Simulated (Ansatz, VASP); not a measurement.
## One calculation of SbTeS, two programs

Contents of INCAR:

```
SYSTEM = SbTeS
PREC = Accurate
ENCUT = 520
EDIFF = 1E-6
ISMEAR = 0
SIGMA = 0.1
LREAL = .False.
LASPH = .True.
NELM = 100
ALGO = Normal
ISIF = 2
LWAVE = .False.
LCHARG = .True.
GGA = PE
LELF = .True.
LVHAR = .True.
NBANDS = 16
```

File KPOINTS:

```
Automatic mesh
0
Gamma
  12 12 8
  0 0 0
```

The input POSCAR:

```
SbTeS
1.0
    3.7985587546      0.0000000000      0.0000000000
    0.0000000000      3.7985587546      0.0000000000
    0.0000000000      0.0000000000      6.2021253779
Sb Te S
1 1 1
Direct
    0.5000000000      0.5000000000      0.5000000000
    0.5000000000      0.5000000000      0.0000000000
    0.0000000000      0.0000000000      0.0000000000
```

Input for Ansatz:

```yaml
crystal:
  lattice:
    - [3.7985587546, 0.0, 0.0]
    - [0.0, 3.7985587546, 0.0]
    - [0.0, 0.0, 6.2021253779]
  atoms:
    - { symbol: Sb, position: [0.5, 0.5, 0.5] }
    - { symbol: Te, position: [0.5, 0.5, 0.0] }
    - { symbol: S, position: [0.0, 0.0, 0.0] }
basis:
  ecutwfc: 420
kpoints:
  mp_grid: { grid: [12, 12, 8] }
  band_path:
    path:
      - [[0.0, 0.0, 0.0], [0.0, 0.5, 0.0], [0.5, 0.5, 0.0], [0.0, 0.0, 0.0], [0.0, 0.0, 0.5], [0.0, 0.5, 0.5], [0.5, 0.5, 0.5], [0.0, 0.0, 0.5]]
      - [[0.0, 0.5, 0.0], [0.0, 0.5, 0.5]]
      - [[0.5, 0.5, 0.0], [0.5, 0.5, 0.5]]
    npoints: 14
hamiltonian:
  xc: pbe
scf:
  occupations: { method: gaussian, width: 0.1 }
  n_extra_bands: 7
output:
  forces: true
  stress: true
  eigenvalues: true
  populations: true
  dos: { projected: true, de: 0.02, nscf_kmesh: { grid: [15, 15, 10] } }
  bader: true
```

Alike in both runs: task single point; functional PBE; k mesh 12 × 12 × 8; occupations gaussian, width 0.1 eV; no spin polarisation.

|  | VASP | Ansatz |
| --- | --- | --- |
| version | VASP 6.6.1 | Ansatz 0.2.0 |
| potentials or method | VASP PAW PBE potentials, release 64 (Sb, Te, S), cutoff 520 eV | scalar-relativistic, plane waves, PAW |
| valence electrons in the cell | 17 | 37 |

|  | VASP | Ansatz | Ansatz less VASP |
| --- | --- | --- | --- |
| gap on the k mesh at the Fermi level (eV) | none | none | - |
| pressure (GPa) | -0.1 | 0.0 | +0.09 |

A gap of «none» marks a metal or a gap that the smearing closes. VASP's potentials hold 17 valence electrons a cell and Ansatz's 37, so a difference there can come from the potentials and not from the codes.

Neither program's run includes spin-orbit coupling.
